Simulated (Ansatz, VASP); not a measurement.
**Two plane-wave programs on MgO**

The input INCAR:

```
SYSTEM = MgO
ALGO = Normal
EDIFF = 1E-6
ENCUT = 520
GGA = PS
ISIF = 2
ISMEAR = 0
LASPH = .True.
LCHARG = .False.
LREAL = .False.
LWAVE = .False.
NBANDS = 11
NELM = 60
PREC = Accurate
SIGMA = 0.01
```

The input KPOINTS:

```
k-points
0
Gamma
  10 10 10
  0 0 0
```

POSCAR

```
MgO
1.0
    0.0000000000      2.0929434045      2.0929434045
    2.0929434045      0.0000000000      2.0929434045
    2.0929434045      2.0929434045      0.0000000000
Mg O
1 1
Direct
    0.0000000000      0.0000000000      0.0000000000
    0.5000000000      0.5000000000      0.5000000000
```

Input for Ansatz:

```yaml
crystal:
  lattice:
    - [0.0, 2.0929434045, 2.0929434045]
    - [2.0929434045, 0.0, 2.0929434045]
    - [2.0929434045, 2.0929434045, 0.0]
  atoms:
    - { symbol: Mg, position: [0.0, 0.0, 0.0] }
    - { symbol: O, position: [0.5, 0.5, 0.5] }
basis:
  ecutwfc: 420
kpoints:
  mp_grid: { grid: [10, 10, 10] }
hamiltonian:
  xc: pbesol
scf:
  occupations: { method: fixed }
output:
  forces: true
  stress: true
  eigenvalues: true
```

Alike in both runs: task single point; functional PBEsol; k mesh 10 × 10 × 10; no spin polarisation.

```csv
,VASP,Ansatz
version,VASP 6.6.1,Ansatz 0.2.0
potentials or method,"VASP PAW PBE potentials, release 64 (Mg, O), cutoff 520 eV","scalar-relativistic, plane waves, PAW"
occupations,"gaussian, width 0.01 eV",fixed
valence electrons in the cell,8,16
```

|  | VASP | Ansatz | Ansatz less VASP |
| --- | --- | --- | --- |
| gap on the k mesh at the Fermi level (eV) | 4.82 | 4.82 | -0.001 |
| least direct gap on the mesh (eV) | 4.82 | 4.82 | -0.001 |
| pressure (GPa) | 2.8 | 3.3 | +0.48 |

VASP's potentials were made for PBE, not for PBEsol. VASP's potentials hold 8 valence electrons a cell and Ansatz's 16, so a difference there can come from the potentials and not from the codes.
